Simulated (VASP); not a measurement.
# SnO (Cmc2_1) in VASP: single point with r2SCAN

Aim: the single point of SnO with r2SCAN.

Everything below comes from runs of VASP 6.6.1. Logs are shortened: lines on timing, memory, paths and dates and some standing lists are left out, and cuts for length are marked.

## 1. The cell of the first run

The typed cell holds 8 atoms: a = 3.808 Å, b = 3.808 Å, c = 9.881 Å, α = 90.00°, β = 90.00°, γ = 90.00°.

## 2. Single point, r2SCAN (all Sn atoms moved +0.050 Å, as atom 1 along Cartesian [0 0 1])

Input file POSCAR:

```
SnO
1.0
    2.6923937338     -2.6923902845      0.0000000000
    2.6923937338      2.6923902845      0.0000000000
    0.0000000000      0.0000000000      9.8813501683
Sn O
4 4
Direct
    0.7500922691      0.2499077309      0.8711560672
    0.2499077309      0.7500922691      0.1389640074
    0.7499077309      0.2500922691      0.3711560672
    0.2500922691      0.7499077309      0.6389640074
    0.2498991820      0.2501008180      0.2500000000
    0.7501008180      0.7498991820      0.7500000000
    0.2501008180      0.2498991820      0.7500000000
    0.7498991820      0.7501008180      0.2500000000
```

Input file INCAR.step1:

```
  PREC = Accurate
  ENCUT = 520
  ISMEAR = 0
  SIGMA = 0.03
  LREAL = F
  LASPH = T
  NELM = 60
  NBANDS = 50
  GGA = PE
  ALGO = Normal
  EDIFF = 1E-4
  LWAVE = T
  LCHARG = F
```

Input file INCAR.step2:

```
  PREC = Accurate
  ENCUT = 520
  EDIFF = 1E-6
  ISMEAR = 0
  SIGMA = 0.03
  LREAL = F
  LASPH = T
  NELM = 60
  ALGO = Normal
  ISIF = 2
  LWAVE = F
  LCHARG = F
  METAGGA = R2SCAN
  LMIXTAU = T
  NBANDS = 50
  ISTART = 1
```

Input file KPOINTS:

```
Automatic mesh
0
Gamma
  10 10 4
```

Potentials or basis: VASP PAW PBE potentials, release 64 (Sn_d, O).

Command:

```bash
cat potpaw_PBE.64/Sn_d/POTCAR potpaw_PBE.64/O/POTCAR > POTCAR
cp INCAR.step1 INCAR
mpirun -np 1 vasp_std > vasp.out
cp INCAR.step2 INCAR
mpirun -np 1 vasp_std > vasp.out
```

OUTCAR:

```text
PREC = Accurate
   ENCUT = 520
   EDIFF = 1E-6
   ISMEAR = 0
   LREAL = F
   LASPH = T
   NELM = 60
   ISIF = 2
   METAGGA = R2SCAN
   ISTART = 1

 ion  position               nearest neighbor table
   1  0.750  0.250  0.871-   6 2.25   7 2.25   7 2.25   6 2.25   4 3.54   4 3.54   4 3.54   4 3.54

   2  0.250  0.750  0.139-   5 2.20   8 2.20   5 2.20   8 2.20   3 3.54   3 3.54   3 3.54   3 3.54

   3  0.750  0.250  0.371-   5 2.25   8 2.25   8 2.25   5 2.25   2 3.54   2 3.54   2 3.54   2 3.54

   4  0.250  0.750  0.639-   6 2.20   7 2.20   6 2.20   7 2.20   1 3.54   1 3.54   1 3.54   1 3.54

   5  0.250  0.250  0.250-   2 2.20   2 2.20   3 2.25   3 2.25
   6  0.750  0.750  0.750-   4 2.20   4 2.20   1 2.25   1 2.25
   7  0.250  0.250  0.750-   4 2.20   4 2.20   1 2.25   1 2.25
   8  0.750  0.750  0.250-   2 2.20   2 2.20   3 2.25   3 2.25

  LATTYP: Found a simple tetragonal cell.
 ALAT       =     3.8076172946
 C/A-ratio  =     2.5951531900

  Lattice vectors:

 A1 = (   2.6923937338,  -2.6923902845,   0.0000000000)
 A2 = (   2.6923937338,   2.6923902845,   0.0000000000)
 A3 = (   0.0000000000,   0.0000000000,   9.8813501683)

Analysis of symmetry for initial positions (statically):
=====================================================================
 Subroutine PRICEL returns:
 Original cell was already a primitive cell.

 Routine SETGRP: Setting up the symmetry group for a
 simple tetragonal supercell.

 Subroutine GETGRP returns: Found  4 space group operations
 (whereof  2 operations were pure point group operations)
 out of a pool of 16 trial point group operations.

The static configuration has the point symmetry C_1h.
 The point group associated with its full space group is C_2v.

Analysis of symmetry for dynamics (positions and initial velocities):
=====================================================================
 Subroutine PRICEL returns:
 Original cell was already a primitive cell.

 Routine SETGRP: Setting up the symmetry group for a
 simple tetragonal supercell.

 Subroutine GETGRP returns: Found  4 space group operations
 (whereof  2 operations were pure point group operations)
 out of a pool of 16 trial point group operations.

The dynamic configuration has the point symmetry C_1h.
 The point group associated with its full space group is C_2v.

 Subroutine INISYM returns: Found  4 space group operations
 (whereof  2 operations are pure point group operations),
 and found     1 'primitive' translations

----------------------------------------------------------------------------------------

                                     Primitive cell

  volume of cell :     143.2593

  direct lattice vectors                    reciprocal lattice vectors
     2.692393734 -2.692390285  0.000000000     0.185708351 -0.185708589  0.000000000
     2.692393734  2.692390285  0.000000000     0.185708351  0.185708589  0.000000000
     0.000000000  0.000000000  9.881350168     0.000000000  0.000000000  0.101200745

  length of vectors
     3.807617295  3.807617295  9.881350168     0.262631437  0.262631437  0.101200745

  position of ions in fractional coordinates (direct lattice)
     0.750092269  0.249907731  0.871156067
     0.249907731  0.750092269  0.138964007
     0.749907731  0.250092269  0.371156067
     0.250092269  0.749907731  0.638964007
     0.249899182  0.250100818  0.250000000
     0.750100818  0.749899182  0.750000000
     0.250100818  0.249899182  0.750000000
     0.749899182  0.750100818  0.250000000

  ion indices of the primitive-cell ions
   primitive index   ion index
                 1           1
                 2           2
                 3           3
                 4           4
                 5           5
                 6           6
                 7           7
                 8           8

----------------------------------------------------------------------------------------

 KPOINTS: Automatic mesh

Automatic generation of k-mesh.
 Grid dimensions read from file:
 generate k-points for:   10   10    4

 Generating k-lattice:

  Cartesian coordinates                     Fractional coordinates (reciprocal lattice)
     0.018570835 -0.018570859  0.000000000     0.100000000  0.000000000  0.000000000
     0.018570835  0.018570859  0.000000000     0.000000000  0.100000000  0.000000000
     0.000000000  0.000000000  0.025300186     0.000000000  0.000000000  0.250000000

  Length of vectors
     0.026263144  0.026263144  0.025300186

  Shift w.r.t. Gamma in fractional coordinates (k-lattice)
     0.000000000  0.000000000  0.000000000

 Subroutine IBZKPT returns following result:
 ===========================================

 Found     93 irreducible k-points:

 Following reciprocal coordinates:
            Coordinates               Weight
  0.000000  0.000000  0.000000      1.000000
  0.100000  0.000000  0.000000      4.000000
  0.200000  0.000000  0.000000      4.000000
  0.300000 -0.000000  0.000000      4.000000
  0.400000  0.000000  0.000000      4.000000
  0.500000  0.000000  0.000000      2.000000
[... 16 lines left out ...]
  0.300000  0.300000  0.000000      2.000000
 -0.300000  0.300000  0.000000      2.000000
 [... further k-points ...]
   k-points           NKPTS =     93   k-points in BZ     NKDIM =     93   number of bands    NBANDS=     50
   number of dos      NEDOS =    301   number of ions     NIONS =      8
   total plane-waves  NPLWV =  62720
   dimension x,y,z NGX =    28 NGY =   28 NGZ =   80
   dimension x,y,z NGXF=    56 NGYF=   56 NGZF=  160
   ions per type =               4   4
   NGX,Y,Z   is equivalent  to a cutoff of  12.23, 12.23, 13.46 a.u.
   NGXF,Y,Z  is equivalent  to a cutoff of  24.45, 24.45, 26.92 a.u.
 SYSTEM =  unknown system
   PREC   = accura    normal or accurate (medium, high low for compatibility)
   ISTART =      1    job   : 0-new  1-cont  2-samecut
   ICHARG =      0    charge: 1-file 2-atom 10-const
   ISPIN  =      1    spin polarized calculation?
   LNONCOLLINEAR =      F non collinear calculations
   LSORBIT =      F    spin-orbit coupling
   LASPH  =      T    aspherical Exc in radial PAW
   ENCUT  =  520.0 eV  38.22 Ry    6.18 a.u.   7.08  7.08 18.37*2*pi/ulx,y,z
   NELM   =     60;   NELMIN=  2; NELMDL=  0     # of ELM steps
   EDIFF  = 0.1E-05   stopping-criterion for ELM
   LREAL  =      F    real-space projection
   EDIFFG = 0.1E-04   stopping-criterion for IOM
   NSW    =      0    number of steps for IOM
   IBRION =     -1    ionic relax: 0-MD 1-quasi-New 2-CG
   NFREE  =      0    steps in history (QN), initial steepest desc. (CG)
   ISIF   =      2    stress and relaxation
   ISYM   =      2    0-nonsym 1-usesym 2-fastsym
   POTIM  = 0.5000    time-step for ionic-motion
   TEBEG  =    0.0;   TEEND  =   0.0 temperature during run
   PSTRESS=    0.0 pullay stress
   NELECT =      80.0000    total number of electrons
   NUPDOWN=      -1.0000    fix difference up-down
   EMIN   =  10.00;   EMAX   =-10.00  energy-range for DOS
   EFERMI =   0.00;   METHOD = LEGACY
   ISMEAR =     0;   SIGMA  =   0.03  broadening in eV -4-tet -1-fermi 0-gaus
   EFERMI_NEDOS =   21; number of points for ismear=-14 and -15
   IALGO  =     38    algorithm
   IMIX   =      4    mixing-type and parameters
     AMIX     =   0.40;   BMIX     =  1.00
     AMIX_MAG =   1.60;   BMIX_MAG =  1.00
  volume/ion in A,a.u.               =      17.91       120.85
  Fermi-wavevector in a.u.,A,eV,Ry     =   1.348126  2.547589 24.727829  1.817444
  Thomas-Fermi vector in A             =   2.475821
   LORBIT       =      0    0 simple, 1 ext, 2 COOP (PROOUT), +10 PAW based schemes
   METAGGA = R2SCAN    functional components
   LHFCALC =     F    Hartree Fock is set to
   AEXX    =    0.0000 exact exchange contribution
   IVDW    =     0    specifies the selected vdW correction
   LEPSILON=     F    determine dielectric tensor
   LRPA    =     F    only Hartree local field effects (RPA)
 non-spin polarized calculation
 Gauss-broadening in eV      SIGMA  =   0.03
  energy-cutoff  :      520.00
  volume of cell :      143.26
 maximum number of plane-waves:      3884
   NGX = 15   NGY = 15   NGZ = 37

 number of electron      79.9999975 magnetization

 Free energy of the ion-electron system (eV)
  ---------------------------------------------------
  ext. energy  EPLUGINS =         0.00000000
  ---------------------------------------------------
  free energy    TOTEN  =      -133.76774419 eV

  energy without entropy =     -133.76774419  energy(sigma->0) =     -133.76774419

 E-fermi :   7.0478     XC(G=0): -10.7913

 val. band max:        6.8931628497   @ k =   0.0000   0.0000   0.0000
 cond. band min:       7.2622386998   @ k =   0.5000   0.5000   0.0000
 fundamental gap:      0.3690758501
 Fermi energy:         7.0478237279

 k-point     1 :       0.0000    0.0000    0.0000
  band No.  band energies     occupation
      1     -16.0399      2.00000
      2     -16.0271      2.00000
      3     -15.4939      2.00000
      4     -15.4808      2.00000
      5     -15.4808      2.00000
      6     -15.4806      2.00000
[... 42 lines left out ...]
     49      12.9137      0.00000
     50      12.9137      0.00000

 k-point     2 :       0.1000    0.0000    0.0000
  band No.  band energies     occupation
      1     -16.0342      2.00000
      2     -16.0228      2.00000
      3     -15.5150      2.00000
      4     -15.5052      2.00000
      5     -15.4794      2.00000
      6     -15.4763      2.00000
[... 42 lines left out ...]
     49      12.6097      0.00000
     50      12.9755      0.00000

 k-point     3 :       0.2000    0.0000    0.0000
  band No.  band energies     occupation
      1     -16.0180      2.00000
      2     -16.0105      2.00000
      3     -15.6247      2.00000
      4     -15.6015      2.00000
      5     -15.4765      2.00000
      6     -15.4749      2.00000
[... 42 lines left out ...]
     49      12.6074      0.00000
     50      13.1388      0.00000

 k-point     4 :       0.3000   -0.0000    0.0000
  band No.  band energies     occupation
      1     -15.9921      2.00000
      2     -15.9908      2.00000
      3     -15.7437      2.00000
      4     -15.7211      2.00000
      5     -15.4839      2.00000
      6     -15.4764      2.00000
[... 999 lines left out ...]
 k-point    23 :       0.3000    0.3000    0.0000
  band No.  band energies     occupation
      1     -15.9785      2.00000
      2     -15.9702      2.00000
      3     -15.8431      2.00000
      4     -15.8407      2.00000
      5     -15.4930      2.00000
      6     -15.4881      2.00000
[... 42 lines left out ...]
     49      12.5205      0.00000
     50      13.7710      0.00000

 k-point    24 :      -0.3000    0.3000    0.0000
  band No.  band energies     occupation
      1     -15.9785      2.00000
      2     -15.9702      2.00000
      3     -15.8431      2.00000
      4     -15.8407      2.00000
      5     -15.4930      2.00000
      6     -15.4881      2.00000
[... 42 lines left out ...]
     49      12.5205      0.00000
     50      13.7709      0.00000

 [... further k-points ...]

------------------------ aborting loop because EDIFF is reached ----------------------------------------

  FORCE on cell =-STRESS in cart. coord.  units (eV):
  Direction    XX          YY          ZZ          XY          YZ          ZX
  --------------------------------------------------------------------------------------
  -------------------------------------------------------------------------------------
  Total        0.6255277      0.6257321      0.4182094      0.0000000      0.0000000      0.0000000
  in kB        6.9957498      6.9980354      4.6771520      0.0000000      0.0000000      0.0000000
  external PRESSURE =       6.2236458 kB  Pullay stress =       0.0000000 kB

 VOLUME and BASIS-vectors are now :
 -----------------------------------------------------------------------------
  energy-cutoff  :      520.00
  volume of cell :      143.26
      direct lattice vectors                 reciprocal lattice vectors
     2.692393734 -2.692390285  0.000000000     0.185708351 -0.185708589  0.000000000
     2.692393734  2.692390285  0.000000000     0.185708351  0.185708589  0.000000000
     0.000000000  0.000000000  9.881350168     0.000000000  0.000000000  0.101200745

 POSITION                                       TOTAL-FORCE (eV/Angst)
 -----------------------------------------------------------------------------------
      2.69239     -1.34669      8.60820         0.000000      0.000158     -0.222748
      2.69239      1.34669      1.37315         0.000000     -0.000089     -0.560933
      2.69239     -1.34570      3.66752         0.000000     -0.000158     -0.222748
      2.69239      1.34570      6.31383         0.000000      0.000089     -0.560933
      1.34620      0.00054      2.47034        -0.000014     -0.000428      0.391840
      4.03859     -0.00054      7.41101        -0.000014      0.000428      0.391840
      1.34620     -0.00054      7.41101         0.000014      0.000428      0.391840
      4.03859      0.00054      2.47034         0.000014     -0.000428      0.391840
 -----------------------------------------------------------------------------------
    total drift:                               -0.000000      0.000000      0.010521

  FREE ENERGIE OF THE ION-ELECTRON SYSTEM (eV)
  ---------------------------------------------------
  free  energy   TOTEN  =      -133.7677441911 eV

  energy  without entropy=     -133.7677441911  energy(sigma->0) =     -133.76774419
```

It took 46 min on 1 thread of Oxide Virtual Turin-like, shared host; peak memory 0.55 GiB.

What came out:

- Free energy: -133.7677 eV
- Pressure: 0.6 GPa
- Largest force: 0.561 eV/Å
- Band gap on the k mesh: 0.37 eV

Forces in eV/Å, atoms in the order of the input:
```
Sn   0.000  0.000 -0.223
Sn   0.000  0.000 -0.561
Sn   0.000  0.000 -0.223
Sn   0.000  0.000 -0.561
O    0.000  0.000  0.392
O    0.000  0.000  0.392
O    0.000  0.000  0.392
O    0.000  0.000  0.392
```

Levels at points of the mesh, in eV from the valence-band top:
```
           k point  band 36  band 37  band 38  band 39  band 40  band 41  band 42  band 43  band 44  band 45
(0.00, 0.00, 0.00)    -3.56    -3.56    -3.24    -2.49     0.00     1.97     2.34     3.30     3.30     3.90
(0.50, 0.00, 0.00)    -5.12    -2.95    -2.78    -2.10    -1.82     2.60     2.80     3.30     3.43     5.61
(0.50, 0.50, 0.00)    -2.83    -2.83    -2.61    -2.22    -1.91     0.37     0.37     2.55     2.55     4.23
(0.00, 0.00, 0.50)    -3.57    -3.57    -3.57    -0.75    -0.75     1.94     1.94     3.87     3.87     3.87
(0.50, 0.00, 0.50)    -5.14    -2.50    -2.50    -2.28    -2.28     2.94     2.94     3.10     3.10     5.82
(0.50, 0.50, 0.50)    -2.83    -2.59    -2.59    -2.28    -2.28     1.18     1.18     1.18     1.18     5.29
```

Caveat: the cell differs from its parent crystal (all Sn atoms moved +0.050 Å, as atom 1 along Cartesian [0 0 1]); the PAW data sets were made with another functional, which shifts forces and pressure a little; spin-orbit coupling is left out, which moves the levels of the heavy elements.
